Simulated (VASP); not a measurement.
LiCl:

```xyz
2
Lattice="0.0000 2.5751 2.5751 2.5751 0.0000 2.5751 2.5751 2.5751 0.0000" Properties=species:S:1:pos:R:3 pbc="T T T"
Li    0.0000    0.0000    0.0000
Cl    2.5751    2.5751    2.5751
```

```yaml
Program: VASP 6.6.1
Task: relaxation of cell and atoms
Functional: PBEsol
Potentials_or_basis: VASP PAW PBE potentials, release 64 (Li_sv, Cl)
Cutoff: 600 eV
k_mesh: 8 × 8 × 8
Occupations: gaussian, width 0.02 eV
Spin: no spin polarisation
```

At the start: pressure -1.6 GPa; volume 17.08 Å³/atom.

Task: Where does the relaxation end?

Result: Over 4 steps the energy falls by 4.7 meV/atom and the volume is 16.21 Å³/atom (-5.1 %); space group Fm-3m (No. 225, to 0.05 Å).

The path:
```tsv
step	energy change (eV)	largest force (eV/Å)	pressure (GPa)	volume (Å³)
1	0.0000	0.0000	-1.64	34.15
2	-0.0069	0.0000	-0.90	33.29
3	-0.0094	0.0000	-0.09	32.50
4	-0.0095	0.0000	-0.04	32.41
```

Final structure:
```
Li Cl
1.0
     0.00000    2.53062    2.53062
     2.53062    0.00000    2.53062
     2.53062    2.53062    0.00000
Li Cl
1 1
Cartesian
  2.5306 2.5306 5.0612
  2.5306 2.5306 2.5306
```

Caveat: the cutoff is under 1.25 times the usual one of these potentials, so pressure, stress and relaxed cells hold a basis-set (Pulay) error; the PAW data sets were made with another functional, which shifts forces and pressure a little.
